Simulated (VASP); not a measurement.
# VO2 (P4_2/mnm) in VASP: a series of runs, part 3 of 3

VASP 6.6.1. The steps go on from the part before.

## (6) Single point, LDA, collinear spin, ferromagnetic start

This run uses another cell than the first one, of 9.90 Å³/atom.

INCAR

```
  ALGO = Normal
  EDIFF = 1E-6
  ENCUT = 600
  GGA = CA
  GGA_COMPAT = False
  ISIF = 2
  ISMEAR = -1
  ISPIN = 2
  LASPH = True
  LCHARG = False
  LMAXMIX = 4
  LORBIT = 11
  LREAL = False
  LWAVE = False
  MAGMOM = 2 2 0 0 0 0
  NBANDS = 38
  NELM = 200
  PREC = Accurate
  SIGMA = 0.05
```

KPOINTS

```
k-points
0
Gamma
  6 6 9
```

POSCAR

```
VO2
1.0
    4.4462864423      0.0000000000      0.0000000000
    0.0000000000      4.4462864423      0.0000000000
    0.0000000000      0.0000000000      3.0033037399
V O
2 4
Direct
    0.5000000000      0.5000000000      0.5000000000
    0.0000000000      0.0000000000      0.0000000000
    0.2003580000      0.7996420000      0.5000000000
    0.7996420000      0.2003580000      0.5000000000
    0.7003580000      0.7003580000      0.0000000000
    0.2996420000      0.2996420000      0.0000000000
```

Potentials or basis: VASP PAW LDA potentials, release 64 (V_sv, O).

Command:

```console
cat potpaw_LDA.64/V_sv/POTCAR potpaw_LDA.64/O/POTCAR > POTCAR
mpirun -np 1 vasp_std > vasp.out
```

OUTCAR:

```text
EDIFF = 1E-6
   ENCUT = 600
   GGA = CA
   ISIF = 2
   ISMEAR = -1
   ISPIN = 2
   LASPH = True
   LORBIT = 11
   LREAL = False
   NELM = 200
   PREC = Accurate

 ion  position               nearest neighbor table
   1  0.500  0.500  0.500-   3 1.88   4 1.88   5 1.96   6 1.96   5 1.96   6 1.96
   2  0.000  0.000  0.000-   5 1.88   6 1.88   3 1.96   4 1.96   3 1.96   4 1.96
   3  0.200  0.800  0.500-   1 1.88   2 1.96   2 1.96
   4  0.800  0.200  0.500-   1 1.88   2 1.96   2 1.96
   5  0.700  0.700  0.000-   2 1.88   1 1.96   1 1.96
   6  0.300  0.300  0.000-   2 1.88   1 1.96   1 1.96

  LATTYP: Found a simple tetragonal cell.
 ALAT       =     4.4462864423
 C/A-ratio  =     0.6754633960

  Lattice vectors:

 A1 = (   4.4462864423,   0.0000000000,   0.0000000000)
 A2 = (   0.0000000000,   4.4462864423,   0.0000000000)
 A3 = (   0.0000000000,   0.0000000000,   3.0033037399)

Analysis of symmetry for initial positions (statically):
=====================================================================
 Subroutine PRICEL returns:
 Original cell was already a primitive cell.

 Routine SETGRP: Setting up the symmetry group for a
 simple tetragonal supercell.

 Subroutine GETGRP returns: Found 16 space group operations
 (whereof  8 operations were pure point group operations)
 out of a pool of 16 trial point group operations.

The static configuration has the point symmetry D_2h.
 The point group associated with its full space group is D_4h.

Analysis of symmetry for dynamics (positions and initial velocities):
=====================================================================
 Subroutine PRICEL returns:
 Original cell was already a primitive cell.

 Routine SETGRP: Setting up the symmetry group for a
 simple tetragonal supercell.

 Subroutine GETGRP returns: Found 16 space group operations
 (whereof  8 operations were pure point group operations)
 out of a pool of 16 trial point group operations.

The dynamic configuration has the point symmetry D_2h.
 The point group associated with its full space group is D_4h.

Analysis of structural, dynamic, and magnetic symmetry:
=====================================================================
 Subroutine PRICEL returns:
 Original cell was already a primitive cell.

 Routine SETGRP: Setting up the symmetry group for a
 simple tetragonal supercell.

 Subroutine GETGRP returns: Found 16 space group operations
 (whereof  8 operations were pure point group operations)
 out of a pool of 16 trial point group operations.

The overall configuration has the point symmetry D_2h.
 The point group associated with its full space group is D_4h.

 Subroutine INISYM returns: Found 16 space group operations
 (whereof  8 operations are pure point group operations),
 and found     1 'primitive' translations

----------------------------------------------------------------------------------------

                                     Primitive cell

  volume of cell :      59.3737

  direct lattice vectors                    reciprocal lattice vectors
     4.446286442  0.000000000  0.000000000     0.224906787  0.000000000  0.000000000
[... 90 lines left out ...]
   LSORBIT =      F    spin-orbit coupling
   LASPH  =      T    aspherical Exc in radial PAW
   ENCUT  =  600.0 eV  44.10 Ry    6.64 a.u.   8.88  8.88  6.00*2*pi/ulx,y,z
   NELM   =    200;   NELMIN=  2; NELMDL= -5     # of ELM steps
   EDIFF  = 0.1E-05   stopping-criterion for ELM
   LREAL  =      F    real-space projection
[... 7 lines left out ...]
   TEBEG  =    0.0;   TEEND  =   0.0 temperature during run
   PSTRESS=    0.0 pullay stress
   NELECT =      50.0000    total number of electrons
   NUPDOWN=      -1.0000    fix difference up-down
   EMIN   =  10.00;   EMAX   =-10.00  energy-range for DOS
   EFERMI =   0.00;   METHOD = LEGACY
   ISMEAR =    -1;   SIGMA  =   0.05  broadening in eV -4-tet -1-fermi 0-gaus
   EFERMI_NEDOS =   21; number of points for ismear=-14 and -15
   IALGO  =     38    algorithm
   IMIX   =      4    mixing-type and parameters
     AMIX     =   0.40;   BMIX     =  1.00
     AMIX_MAG =   1.60;   BMIX_MAG =  1.00
  volume/ion in A,a.u.               =       9.90        66.78
  Fermi-wavevector in a.u.,A,eV,Ry     =   1.545967  2.921453 32.518100  2.390013
  Thomas-Fermi vector in A             =   2.651270
   LORBIT       =     11    0 simple, 1 ext, 2 COOP (PROOUT), +10 PAW based schemes
   GGA     = CA    functional components
   LHFCALC =     F    Hartree Fock is set to
   AEXX    =    0.0000 exact exchange contribution
   IVDW    =     0    specifies the selected vdW correction
   LEPSILON=     F    determine dielectric tensor
   LRPA    =     F    only Hartree local field effects (RPA)
 spin polarized calculation
  energy-cutoff  :      600.00
  volume of cell :       59.37
 maximum number of plane-waves:      2012
 NGX is ok and might be reduce to    36
   NGX = 17   NGY = 17   NGZ = 11

 number of electron      50.0000012 magnetization       1.9978174

 Free energy of the ion-electron system (eV)
  ---------------------------------------------------
  ext. energy  EPLUGINS =         0.00000000
  ---------------------------------------------------
  free energy    TOTEN  =       -57.04614809 eV

  energy without entropy =      -57.00851875  energy(sigma->0) =      -57.02733342

 E-fermi :   5.9952     XC(G=0): -12.3455

 val. band max:        5.9944907138   @ k =   0.0000   0.0000   0.4444
 cond. band min:       5.9958154624   @ k =   0.3333   0.3333   0.3333
 fundamental gap:      0.0013247486
 Fermi energy:         5.9952360130

 spin component 1

 k-point     1 :       0.0000    0.0000    0.0000
  band No.  band energies     occupation
      1     -59.2752      1.00000
      2     -59.2638      1.00000
      3     -33.5447      1.00000
      4     -33.5447      1.00000
      5     -33.4905      1.00000
      6     -33.4641      1.00000
[... 949 lines left out ...]
     36      15.8477      0.00000
     37      18.8989      0.00000

 [... further k-points ...]

 spin component 2

 k-point     1 :       0.0000    0.0000    0.0000
  band No.  band energies     occupation
      1     -58.2888      1.00000
      2     -58.2766      1.00000
      3     -32.6219      1.00000
      4     -32.6219      1.00000
      5     -32.5272      1.00000
      6     -32.4987      1.00000
[... 949 lines left out ...]
     36      15.9453      0.00000
     37      19.1326      0.00000

 [... further k-points ...]

 [bands above 37 left out]

------------------------ aborting loop because EDIFF is reached ----------------------------------------

  FORCE on cell =-STRESS in cart. coord.  units (eV):
  Direction    XX          YY          ZZ          XY          YZ          ZX
  --------------------------------------------------------------------------------------
  -------------------------------------------------------------------------------------
  Total       -2.4589600     -2.4589600    -10.5345119      0.0000000      0.0000000      0.0000000
  in kB      -66.3541224    -66.3541224   -284.2698935      0.0000000      0.0000000      0.0000000
  external PRESSURE =    -138.9927128 kB  Pullay stress =       0.0000000 kB

 VOLUME and BASIS-vectors are now :
 -----------------------------------------------------------------------------
  energy-cutoff  :      600.00
  volume of cell :       59.37
      direct lattice vectors                 reciprocal lattice vectors
     4.446286442  0.000000000  0.000000000     0.224906787  0.000000000  0.000000000
     0.000000000  4.446286442  0.000000000     0.000000000  0.224906787  0.000000000
     0.000000000  0.000000000  3.003303740     0.000000000  0.000000000  0.332966655

 POSITION                                       TOTAL-FORCE (eV/Angst)
 -----------------------------------------------------------------------------------
      2.22314      2.22314      1.50165         0.000000      0.000000      0.000000
      0.00000      0.00000      0.00000         0.000000      0.000000      0.000000
      0.89085      3.55544      1.50165        -0.219076      0.219076      0.000000
      3.55544      0.89085      1.50165         0.219076     -0.219076      0.000000
      3.11399      3.11399      0.00000        -0.219076     -0.219076      0.000000
      1.33229      1.33229      0.00000         0.219076      0.219076      0.000000
 -----------------------------------------------------------------------------------
    total drift:                                0.000000      0.000000      0.000000

  FREE ENERGIE OF THE ION-ELECTRON SYSTEM (eV)
  ---------------------------------------------------
  free  energy   TOTEN  =       -57.0461480885 eV

  energy  without entropy=      -57.0085187524  energy(sigma->0) =      -57.02733342

 total charge

# of ion       s       p       d       tot
------------------------------------------
    1        2.285   6.330   2.905  11.520
    2        2.285   6.330   2.905  11.520
    3        1.557   3.452   0.000   5.009
    4        1.557   3.452   0.000   5.009
    5        1.557   3.452   0.000   5.009
    6        1.557   3.452   0.000   5.009
--------------------------------------------------
tot         10.798  26.469   5.810  43.076

 magnetization (x)

# of ion       s       p       d       tot
------------------------------------------
    1        0.013   0.010   0.991   1.014
    2        0.013   0.010   0.991   1.014
    3       -0.002  -0.038   0.000  -0.039
    4       -0.002  -0.038   0.000  -0.039
    5       -0.002  -0.038   0.000  -0.039
    6       -0.002  -0.038   0.000  -0.039
--------------------------------------------------
tot          0.019  -0.131   1.982   1.871
```

Wall time 4.1 min (1 thread of Oxide Virtual Turin-like, shared host); peak memory 0.26 GiB.

What came out:

* Free energy: -57.0461 eV
* Pressure: -13.9 GPa
* Largest force: 0.310 eV/Å
* Band gap on the k mesh: zero (filled and empty bands overlap)
* Net moment: 2.00 μB per cell
* Site moments: V +1.01; O -0.04 μB
* Valence electrons inside the program's atomic spheres: V 11.52; O 5.01

Forces in eV/Å, atoms in the order of the input:
```
V    0.000  0.000  0.000
V    0.000  0.000  0.000
O   -0.219  0.219  0.000
O    0.219 -0.219  0.000
O   -0.219 -0.219  0.000
O    0.219  0.219  0.000
```

Levels at points of the mesh, in eV from the Fermi level:
Spin up:
```csv
k point,band 23,band 24,band 25,band 26,band 27,band 28,band 29,band 30
"(0.00, 0.00, 0.00)",-1.79,-1.28,-0.82,-0.53,-0.42,-0.38,-0.38,1.96
"(0.50, 0.00, 0.00)",-2.09,-2.09,-0.12,-0.12,0.40,0.40,0.92,0.92
"(0.50, 0.50, 0.00)",-2.63,-2.63,-0.76,-0.76,-0.35,-0.35,1.34,1.34
```
Spin down:
```
           k point  band 21  band 22  band 23  band 24  band 25  band 26  band 27  band 28
(0.00, 0.00, 0.00)    -2.25    -1.84    -1.84    -1.35     0.17     0.34     0.48     0.55
(0.50, 0.00, 0.00)    -3.50    -3.50    -2.14    -2.14     0.78     0.78     1.26     1.26
(0.50, 0.50, 0.00)    -3.06    -3.06    -2.63    -2.63     0.19     0.19     0.58     0.58
```

Caveat: the stress differs along the axes, from -28 to -7 GPa; semilocal functionals often make such compounds metallic where correlation or magnetic order opens a gap, which also shifts bond lengths. With open d or f shells a metallic result of LDA can be an artefact of self-interaction; +U or a hybrid may open a gap.

## (7) Summary

| level | potentials or basis | cell | smearing | gap on the mesh (eV) | pressure (GPa) | moment (μB) | largest force (eV/Å) |
| --- | --- | --- | --- | --- | --- | --- | --- |
| LDA | VASP PAW LDA potentials, release 64 (V_sv, O) | a = 4.507, b = 4.507, c = 3.044 Å, 6 atoms | fermi-dirac 0.05 eV | none | -22.2 | 2.00 | 0.32 |
| PBE | VASP PAW PBE potentials, release 64 (V_sv, O) | a = 4.507, b = 4.507, c = 3.044 Å, 6 atoms | gaussian 0.011 eV | none | -8.7 | 2.00 | 0.20 |
| BLYP+D3(BJ) | VASP PAW PBE potentials, release 64 (V_sv, O) | a = 4.567, b = 4.567, c = 3.085 Å, 6 atoms | fermi-dirac 0.05 eV | none | -17.2 | 2.00 | 0.21 |
| BLYP+D3(BJ) | VASP PAW PBE potentials, release 64 (V_sv, O) | a = 4.596, b = 4.596, c = 3.104 Å, 6 atoms | fermi-dirac 0.05 eV | none | -20.2 | 2.00 | 0.21 |
| LDA | VASP PAW LDA potentials, release 64 (V_sv, O) | a = 4.446, b = 4.446, c = 3.003 Å, 6 atoms | fermi-dirac 0.05 eV | none | -13.9 | 2.00 | 0.31 |

Alike in all rows: task single point; spin collinear, ferromagnetic start; k mesh 6 × 6 × 9; cutoff (eV) 600.

Caveats: semilocal functionals often make such compounds metallic where correlation or magnetic order opens a gap, which also shifts bond lengths; the PAW data sets were made with another functional, which shifts forces and pressure a little (at least some runs); the stress differs along the axes, from -36 to -15 GPa (at least some runs); the stress differs along the axes, from -22 to -2 GPa (at least some runs); the stress differs along the axes, from -27 to -12 GPa (at least some runs); the stress differs along the axes, from -29 to -16 GPa (at least some runs); the stress differs along the axes, from -28 to -7 GPa (at least some runs).

Absolute energies hang on the potentials; compare differences alone.
